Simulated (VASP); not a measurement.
Here is a VASP 6.6.1 calculation.

INCAR

```
ALGO = Normal
EDIFF = 1E-6
EDIFFG = -0.02
ENCUT = 600
GGA = PE
IBRION = 2
ISIF = 3
ISMEAR = -1
LASPH = True
LCHARG = False
LREAL = False
LWAVE = False
NELM = 60
NSW = 80
PREC = Accurate
PSTRESS = 200.0
SIGMA = 0.05
```

KPOINTS

```
k-points
0
Gamma
  7 7 7
```

The input POSCAR:

```
Ir
1.0
    0.0000000000      2.6350000000      2.6350000000
    2.6350000000      0.0000000000      2.6350000000
    2.6350000000      2.6350000000      0.0000000000
Ir
2
Direct
    0.0000000000      0.0000000000      0.0000000000
    0.2500000000      0.2500000000      0.2500000000
```

Potentials or basis: VASP PAW PBE potentials, release 64 (Ir).

Command:

```sh
$ cat potpaw_PBE.64/Ir/POTCAR > POTCAR
$ mpirun -np 1 vasp_std > vasp.out
```

Predict the relaxed volume.

19.72 Å³/atom.

Predict the relaxed cell.

a = 3.821 Å, b = 3.821 Å, c = 3.821 Å, α = 60.00°, β = 60.00°, γ = 60.00°.

Final structure:
```
Ir
1.0
     0.00000    2.70158    2.70158
     2.70158    0.00000    2.70158
     2.70158    2.70158    0.00000
Ir
2
Direct
  0.00000 0.00000 0.00000
  0.25000 0.25000 0.25000
```

Caveat: the cell is relaxed towards a set pressure, so the enthalpy falls and the energy may rise.
